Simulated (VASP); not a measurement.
# Ge (P6_3/mmc) in VASP: a series of runs

Runs on Ge. Level: PBEsol. Tasks: single point, relaxation of cell and atoms.

Everything below comes from runs of VASP 6.6.1. Logs are shortened: lines on timing, memory, paths and dates and some standing lists are left out, and cuts for length are marked.

**1. The cell of the first run**

The structure is hexagonal, space group P6_3/mmc (No. 194). Conventional cell: a = 3.848 Å, b = 3.848 Å, c = 6.353 Å, α = 90.00°, β = 90.00°, γ = 120.00°. Ge (site symmetry 3m) has 4 Ge at 2.36 to 2.37 Å within 3.1 Å.

This isn't the form of Ge at room conditions, which is diamond.

**2. Single point, PBEsol**

INCAR reads:

```
PREC = Accurate ; ENCUT = 520
EDIFF = 1E-6 ; ISMEAR = -1
SIGMA = 0.1 ; LREAL = F
LASPH = T ; NELM = 100
ALGO = Normal ; ISIF = 2
LWAVE = F ; LCHARG = F
GGA = PS ; NBANDS = 36
```

KPOINTS reads:

```
Automatic mesh
0
Gamma
  7 7 4
```

POSCAR reads:

```
Ge
1.0
    3.8484363519     -0.0000027790      0.0000000000
   -1.9242157692      3.3328450351      0.0000000000
    0.0000000000      0.0000000000      6.3525693527
Ge
4
Direct
    0.6666666667      0.3333333333      0.0632211011
    0.3333333333      0.6666666667      0.5632211011
    0.6666666667      0.3333333333      0.4367788989
    0.3333333333      0.6666666667      0.9367788989
```

Potentials or basis: VASP PAW PBE potentials, release 64 (Ge_d).

The run is started by

```sh
$ cat potpaw_PBE.64/Ge_d/POTCAR > POTCAR
$ mpirun -np 1 vasp_std > vasp.out
```

OUTCAR:

```text
PREC = Accurate
   ENCUT = 520
   EDIFF = 1E-6
   ISMEAR = -1
   LREAL = F
   LASPH = T
   NELM = 100
   ISIF = 2
   GGA = PS

 ion  position               nearest neighbor table
   1  0.667  0.333  0.063-   4 2.36   4 2.36   4 2.36   3 2.37
   2  0.333  0.667  0.563-   3 2.36   3 2.36   3 2.36   4 2.37
   3  0.667  0.333  0.437-   2 2.36   2 2.36   2 2.36   1 2.37
   4  0.333  0.667  0.937-   1 2.36   1 2.36   1 2.36   2 2.37

  LATTYP: Found a hexagonal cell.
 ALAT       =     3.8484363519
 C/A-ratio  =     1.6506884282

  Lattice vectors:

 A1 = (   3.8484363519,  -0.0000027790,   0.0000000000)
 A2 = (  -1.9242157692,   3.3328450351,   0.0000000000)
 A3 = (   0.0000000000,   0.0000000000,   6.3525693527)

Analysis of symmetry for initial positions (statically):
=====================================================================
 Subroutine PRICEL returns:
 Original cell was already a primitive cell.

 Routine SETGRP: Setting up the symmetry group for a
 hexagonal supercell.

 Subroutine GETGRP returns: Found 24 space group operations
 (whereof 12 operations were pure point group operations)
 out of a pool of 24 trial point group operations.

The static configuration has the point symmetry D_3d.
 The point group associated with its full space group is D_6h.

Analysis of symmetry for dynamics (positions and initial velocities):
=====================================================================
 Subroutine PRICEL returns:
 Original cell was already a primitive cell.

 Routine SETGRP: Setting up the symmetry group for a
 hexagonal supercell.

 Subroutine GETGRP returns: Found 24 space group operations
 (whereof 12 operations were pure point group operations)
 out of a pool of 24 trial point group operations.

The dynamic configuration has the point symmetry D_3d.
 The point group associated with its full space group is D_6h.

 Subroutine INISYM returns: Found 24 space group operations
 (whereof 12 operations are pure point group operations),
 and found     1 'primitive' translations

----------------------------------------------------------------------------------------

                                     Primitive cell

  volume of cell :      81.4796

  direct lattice vectors                    reciprocal lattice vectors
     3.848436352 -0.000002779  0.000000000     0.259845902  0.150021852  0.000000000
    -1.924215769  3.332845035  0.000000000     0.000000217  0.300044078  0.000000000
     0.000000000  0.000000000  6.352569353     0.000000000  0.000000000  0.157416621

  length of vectors
     3.848436352  3.848436352  6.352569353     0.300044078  0.300044078  0.157416621

  position of ions in fractional coordinates (direct lattice)
     0.666666667  0.333333333  0.063221101
     0.333333333  0.666666667  0.563221101
     0.666666667  0.333333333  0.436778899
     0.333333333  0.666666667  0.936778899

  ion indices of the primitive-cell ions
   primitive index   ion index
                 1           1
                 2           2
                 3           3
                 4           4

----------------------------------------------------------------------------------------

 KPOINTS: Automatic mesh

Automatic generation of k-mesh.
 Grid dimensions read from file:
 generate k-points for:    7    7    4

 Generating k-lattice:

  Cartesian coordinates                     Fractional coordinates (reciprocal lattice)
     0.037120843  0.021431693  0.000000000     0.142857143  0.000000000  0.000000000
     0.000000031  0.042863440  0.000000000     0.000000000  0.142857143  0.000000000
     0.000000000  0.000000000  0.039354155     0.000000000  0.000000000  0.250000000

  Length of vectors
     0.042863440  0.042863440  0.039354155

  Shift w.r.t. Gamma in fractional coordinates (k-lattice)
     0.000000000  0.000000000  0.000000000

 Subroutine IBZKPT returns following result:
 ===========================================

 Found     24 irreducible k-points:

 Following reciprocal coordinates:
            Coordinates               Weight
  0.000000  0.000000  0.000000      1.000000
  0.142857  0.000000  0.000000      6.000000
  0.285714  0.000000  0.000000      6.000000
  0.428571  0.000000  0.000000      6.000000
  0.142857  0.142857  0.000000      6.000000
  0.285714  0.142857  0.000000     12.000000
[... 16 lines left out ...]
  0.428571  0.142857  0.500000      6.000000
  0.285714  0.285714  0.500000      6.000000
   k-points           NKPTS =     24   k-points in BZ     NKDIM =     24   number of bands    NBANDS=     36
   number of dos      NEDOS =    301   number of ions     NIONS =      4
   total plane-waves  NPLWV =  43200
   dimension x,y,z NGX =    30 NGY =   30 NGZ =   48
   dimension x,y,z NGXF=    60 NGYF=   60 NGZF=   96
   ions per type =               4
   NGX,Y,Z   is equivalent  to a cutoff of  12.96, 12.96, 12.56 a.u.
   NGXF,Y,Z  is equivalent  to a cutoff of  25.92, 25.92, 25.12 a.u.
 SYSTEM =  unknown system
   PREC   = accura    normal or accurate (medium, high low for compatibility)
   ISTART =      0    job   : 0-new  1-cont  2-samecut
   ICHARG =      2    charge: 1-file 2-atom 10-const
   ISPIN  =      1    spin polarized calculation?
   LNONCOLLINEAR =      F non collinear calculations
   LSORBIT =      F    spin-orbit coupling
   LASPH  =      T    aspherical Exc in radial PAW
   ENCUT  =  520.0 eV  38.22 Ry    6.18 a.u.   7.16  7.16 11.81*2*pi/ulx,y,z
   NELM   =    100;   NELMIN=  2; NELMDL= -5     # of ELM steps
   EDIFF  = 0.1E-05   stopping-criterion for ELM
   LREAL  =      F    real-space projection
   EDIFFG = 0.1E-04   stopping-criterion for IOM
   NSW    =      0    number of steps for IOM
   IBRION =     -1    ionic relax: 0-MD 1-quasi-New 2-CG
   NFREE  =      0    steps in history (QN), initial steepest desc. (CG)
   ISIF   =      2    stress and relaxation
   ISYM   =      2    0-nonsym 1-usesym 2-fastsym
   POTIM  = 0.5000    time-step for ionic-motion
   TEBEG  =    0.0;   TEEND  =   0.0 temperature during run
   PSTRESS=    0.0 pullay stress
   NELECT =      56.0000    total number of electrons
   NUPDOWN=      -1.0000    fix difference up-down
   EMIN   =  10.00;   EMAX   =-10.00  energy-range for DOS
   EFERMI =   0.00;   METHOD = LEGACY
   ISMEAR =    -1;   SIGMA  =   0.10  broadening in eV -4-tet -1-fermi 0-gaus
   EFERMI_NEDOS =   21; number of points for ismear=-14 and -15
   IALGO  =     38    algorithm
   IMIX   =      4    mixing-type and parameters
     AMIX     =   0.40;   BMIX     =  1.00
     AMIX_MAG =   1.60;   BMIX_MAG =  1.00
  volume/ion in A,a.u.               =      20.37       137.46
  Fermi-wavevector in a.u.,A,eV,Ry     =   1.444734  2.730152 28.398854  2.087257
  Thomas-Fermi vector in A             =   2.562996
   LORBIT       =      0    0 simple, 1 ext, 2 COOP (PROOUT), +10 PAW based schemes
   GGA     = PS    functional components
   LHFCALC =     F    Hartree Fock is set to
   AEXX    =    0.0000 exact exchange contribution
   IVDW    =     0    specifies the selected vdW correction
   LEPSILON=     F    determine dielectric tensor
   LRPA    =     F    only Hartree local field effects (RPA)
 non-spin polarized calculation
  energy-cutoff  :      520.00
  volume of cell :       81.48
 maximum number of plane-waves:      2207
 NGX is ok and might be reduce to    30
   NGX = 15   NGY = 15   NGZ = 23

 number of electron      55.9999977 magnetization

 Free energy of the ion-electron system (eV)
  ---------------------------------------------------
  ext. energy  EPLUGINS =         0.00000000
  ---------------------------------------------------
  free energy    TOTEN  =       -19.39903614 eV

  energy without entropy =      -19.39026395  energy(sigma->0) =      -19.39465005

 E-fermi :   6.1056     XC(G=0): -10.6361

 val. band max:        5.7986346884   @ k =   0.0000   0.0000   0.0000
 cond. band min:       6.1710717989   @ k =   0.0000   0.0000   0.0000
 fundamental gap:      0.3724371105
 Fermi energy:         6.1056252366

 k-point     1 :       0.0000    0.0000    0.0000
  band No.  band energies     occupation
      1     -19.0499      2.00000
      2     -19.0499      2.00000
      3     -19.0007      2.00000
      4     -18.9965      2.00000
      5     -18.9965      2.00000
      6     -18.9866      2.00000
[... 28 lines left out ...]
     35      10.7778      0.00000
     36      12.1282      0.00000

 k-point     2 :       0.1429    0.0000    0.0000
  band No.  band energies     occupation
      1     -19.0648      2.00000
      2     -19.0547      2.00000
      3     -19.0157      2.00000
      4     -19.0050      2.00000
      5     -18.9964      2.00000
      6     -18.9691      2.00000
[... 28 lines left out ...]
     35      11.7443      0.00000
     36      11.8742      0.00000

 k-point     3 :       0.2857    0.0000    0.0000
  band No.  band energies     occupation
      1     -19.0766      2.00000
      2     -19.0599      2.00000
      3     -19.0366      2.00000
      4     -19.0171      2.00000
      5     -18.9878      2.00000
      6     -18.9528      2.00000
[... 28 lines left out ...]
     35      13.0131      0.00000
     36      13.7343      0.00000

 k-point     4 :       0.4286    0.0000    0.0000
  band No.  band energies     occupation
      1     -19.0725      2.00000
      2     -19.0607      2.00000
      3     -19.0550      2.00000
      4     -19.0231      2.00000
      5     -18.9691      2.00000
      6     -18.9466      2.00000
[... 28 lines left out ...]
     35      13.3658      0.00000
     36      14.5522      0.00000

 k-point     5 :       0.1429    0.1429    0.0000
  band No.  band energies     occupation
      1     -19.0731      2.00000
      2     -19.0650      2.00000
      3     -19.0280      2.00000
      4     -19.0200      2.00000
      5     -18.9851      2.00000
      6     -18.9591      2.00000
[... 655 lines left out ...]
 k-point    22 :       0.2857    0.1429    0.5000
  band No.  band energies     occupation
      1     -19.0543      2.00000
      2     -19.0543      2.00000
      3     -19.0399      2.00000
      4     -19.0399      2.00000
      5     -18.9691      2.00000
      6     -18.9691      2.00000
[... 28 lines left out ...]
     35      12.5996      0.00000
     36      12.5996      0.00000

 k-point    23 :       0.4286    0.1429    0.5000
  band No.  band energies     occupation
      1     -19.0569      2.00000
      2     -19.0569      2.00000
      3     -19.0397      2.00000
      4     -19.0397      2.00000
      5     -18.9608      2.00000
      6     -18.9608      2.00000
[... 28 lines left out ...]
     35      14.7114      0.00000
     36      14.7114      0.00000

 k-point    24 :       0.2857    0.2857    0.5000
  band No.  band energies     occupation
      1     -19.0665      2.00000
      2     -19.0665      2.00000
      3     -19.0400      2.00000
      4     -19.0400      2.00000
      5     -18.9565      2.00000
      6     -18.9565      2.00000
[... 28 lines left out ...]
     35      12.4127      0.00000
     36      12.4127      0.00000

------------------------ aborting loop because EDIFF is reached ----------------------------------------

  FORCE on cell =-STRESS in cart. coord.  units (eV):
  Direction    XX          YY          ZZ          XY          YZ          ZX
  --------------------------------------------------------------------------------------
  -------------------------------------------------------------------------------------
  Total        4.9984400      4.9984400      5.0027621      0.0000000     -0.0000000      0.0000000
  in kB       98.2870725     98.2870725     98.3720616      0.0000000     -0.0000000      0.0000000
  external PRESSURE =      98.3154022 kB  Pullay stress =       0.0000000 kB

 VOLUME and BASIS-vectors are now :
 -----------------------------------------------------------------------------
  energy-cutoff  :      520.00
  volume of cell :       81.48
      direct lattice vectors                 reciprocal lattice vectors
     3.848436352 -0.000002779  0.000000000     0.259845902  0.150021852  0.000000000
    -1.924215769  3.332845035  0.000000000     0.000000217  0.300044078  0.000000000
     0.000000000  0.000000000  6.352569353     0.000000000  0.000000000  0.157416621

 POSITION                                       TOTAL-FORCE (eV/Angst)
 -----------------------------------------------------------------------------------
      1.92422      1.11095      0.40162         0.000000      0.000000     -0.000944
      0.00000      2.22190      3.57790        -0.000000      0.000000     -0.000944
      1.92422      1.11095      2.77467         0.000000     -0.000000      0.000944
      0.00000      2.22190      5.95095        -0.000000      0.000000      0.000944
 -----------------------------------------------------------------------------------
    total drift:                               -0.000000      0.000000      0.000000

  FREE ENERGIE OF THE ION-ELECTRON SYSTEM (eV)
  ---------------------------------------------------
  free  energy   TOTEN  =       -19.3990361411 eV

  energy  without entropy=      -19.3902639504  energy(sigma->0) =      -19.39465005
```

Run time: 1.7 min. Hardware: 1 thread of Intel Xeon 8259CL, shared host; peak memory 0.21 GiB.

Results:

```yaml
Free_energy: -19.3990 eV
Pressure: 9.8 GPa
Band_gap_on_the_k_mesh: 0.02 eV
```

Levels at points of the mesh, in eV from the valence-band top:
```csv
k point,band 24,band 25,band 26,band 27,band 28,band 29,band 30,band 31,band 32,band 33
"(0.00, 0.00, 0.00)",-1.85,-1.85,-0.37,0.00,0.00,0.02,0.88,2.05,2.05,2.70
"(0.00, 0.00, 0.50)",-5.21,-1.14,-1.14,-1.14,-1.14,0.87,0.87,3.27,3.27,3.27
```

Caveat: the cell stands under pressure; the smearing spreads over this small gap; semilocal functionals underestimate gaps, and a narrow one can read as zero; the PAW data sets were made with another functional, which shifts forces and pressure a little.

**3. Single point, PBEsol**

This run uses another cell than the first one, of 21.40 Å³/atom.

INCAR reads:

```
PREC = Accurate ; ENCUT = 520
EDIFF = 1E-6 ; ISMEAR = -1
SIGMA = 0.1 ; LREAL = False
LASPH = True ; NELM = 80
ALGO = Normal ; ISIF = 2
LWAVE = False ; LCHARG = False
GGA = PS ; NBANDS = 36
```

KPOINTS is that of step 2.

POSCAR reads:

```
Ge
1.0
    3.9150680262     -0.0000028272      0.0000000000
   -1.9575315647      3.3905497818      0.0000000000
    0.0000000000      0.0000000000      6.4496080810
Ge
4
Direct
    0.6666666667      0.3333333333      0.0629244067
    0.3333333333      0.6666666667      0.5629244067
    0.6666666667      0.3333333333      0.4370755933
    0.3333333333      0.6666666667      0.9370755933
```

Potentials or basis: VASP PAW PBE potentials, release 64 (Ge_d).

The run is started by

```sh
$ cat potpaw_PBE.64/Ge_d/POTCAR > POTCAR
$ mpirun -np 1 vasp_std > vasp.out
```

OUTCAR:

```text
PREC = Accurate
   ENCUT = 520
   EDIFF = 1E-6
   ISMEAR = -1
   LREAL = False
   LASPH = True
   NELM = 80
   ISIF = 2
   GGA = PS

 ion  position               nearest neighbor table
   1  0.667  0.333  0.063-   4 2.40   4 2.40   4 2.40   3 2.41
   2  0.333  0.667  0.563-   3 2.40   3 2.40   3 2.40   4 2.41
   3  0.667  0.333  0.437-   2 2.40   2 2.40   2 2.40   1 2.41
   4  0.333  0.667  0.937-   1 2.40   1 2.40   1 2.40   2 2.41

  LATTYP: Found a hexagonal cell.
[... 1134 lines left out ...]
  Direction    XX          YY          ZZ          XY          YZ          ZX
  --------------------------------------------------------------------------------------
  -------------------------------------------------------------------------------------
  Total        2.6063709      2.6063709      2.6085670     -0.0000000      0.0000000      0.0000000
  in kB       48.7757801     48.7757801     48.8168765     -0.0000000      0.0000000      0.0000000
  external PRESSURE =      48.7894789 kB  Pullay stress =       0.0000000 kB

 VOLUME and BASIS-vectors are now :
 -----------------------------------------------------------------------------
  energy-cutoff  :      520.00
  volume of cell :       85.61
      direct lattice vectors                 reciprocal lattice vectors
     3.915068026 -0.000002827  0.000000000     0.255423510  0.147468586  0.000000000
    -1.957531565  3.390549782  0.000000000     0.000000213  0.294937541  0.000000000
     0.000000000  0.000000000  6.449608081     0.000000000  0.000000000  0.155048181

 POSITION                                       TOTAL-FORCE (eV/Angst)
 -----------------------------------------------------------------------------------
      1.95753      1.13018      0.40584        -0.000000      0.000000     -0.000650
      0.00000      2.26037      3.63064         0.000000     -0.000000     -0.000650
      1.95753      1.13018      2.81897         0.000000      0.000000      0.000650
      0.00000      2.26037      6.04377         0.000000     -0.000000      0.000650
 -----------------------------------------------------------------------------------
    total drift:                               -0.000000      0.000000      0.000000

  FREE ENERGIE OF THE ION-ELECTRON SYSTEM (eV)
  ---------------------------------------------------
  free  energy   TOTEN  =       -19.5884567746 eV

  energy  without entropy=      -19.5800594770  energy(sigma->0) =      -19.58425813
```

It took 2 min on 1 thread of Intel Xeon 8259CL, shared host; peak memory 0.22 GiB.

What came out:

```
Free energy            : -19.5885 eV
Pressure               : 4.9 GPa
Band gap on the k mesh : zero (filled and empty bands touch)
```

Caveat: the cell stands under pressure; semilocal functionals underestimate gaps, and a narrow one can read as zero; the PAW data sets were made with another functional, which shifts forces and pressure a little.

**4. Single point, PBEsol**

This run uses another cell than the first one, of 22.19 Å³/atom.

INCAR reads:

```
SYSTEM = Ge
PREC = Accurate
ENCUT = 520
EDIFF = 1E-7
ISMEAR = -1
SIGMA = 0.1
LREAL = .False.
LASPH = .True.
NELM = 60
ALGO = Normal
ISIF = 2
LWAVE = .False.
LCHARG = .True.
GGA = PS
LELF = .True.
LVHAR = .True.
NBANDS = 36
```

KPOINTS reads:

```
regular mesh
0
Gamma
  7 7 4
  0 0 0
```

POSCAR reads:

```
Ge
1.0
    3.9642031254     -0.0000028626      0.0000000000
   -1.9820990836      3.4331020437      0.0000000000
    0.0000000000      0.0000000000      6.5218913214
Ge
4
Direct
    0.6666666667      0.3333333333      0.0627167309
    0.3333333333      0.6666666667      0.5627167309
    0.6666666667      0.3333333333      0.4372832691
    0.3333333333      0.6666666667      0.9372832691
```

The run is started by

```sh
$ cat potpaw_PBE.64/Ge_d/POTCAR > POTCAR
$ mpirun -np 1 vasp_std > vasp.out
```

It took 2.2 min on 1 thread of Intel Xeon 8259CL, shared host; peak memory 0.22 GiB.

The run converged. Its results:

```yaml
Free_energy: -19.6556 eV
Pressure: 1.9 GPa
Band_gap_on_the_k_mesh: zero (bands 28 and 29 overlap by 0.02 eV)
```

Levels at points of the mesh, in eV from the Fermi level:
| k point | band 26 | band 27 | band 28 | band 29 | band 30 | band 31 |
| --- | --- | --- | --- | --- | --- | --- |
| (0.00, 0.00, 0.00) | -0.18 | -0.13 | 0.10 | 0.10 | 0.21 | 2.20 |
| (0.00, 0.00, 0.50) | -0.93 | -0.93 | -0.93 | 0.68 | 0.68 | 3.33 |

Caveat: semilocal functionals underestimate gaps, and a narrow one can read as zero; the PAW data sets were made with another functional, which shifts forces and pressure a little.

(Continued in part 2 of 2.)

The gap in the log of VASP goes by the Fermi energy; the results here count the filled bands.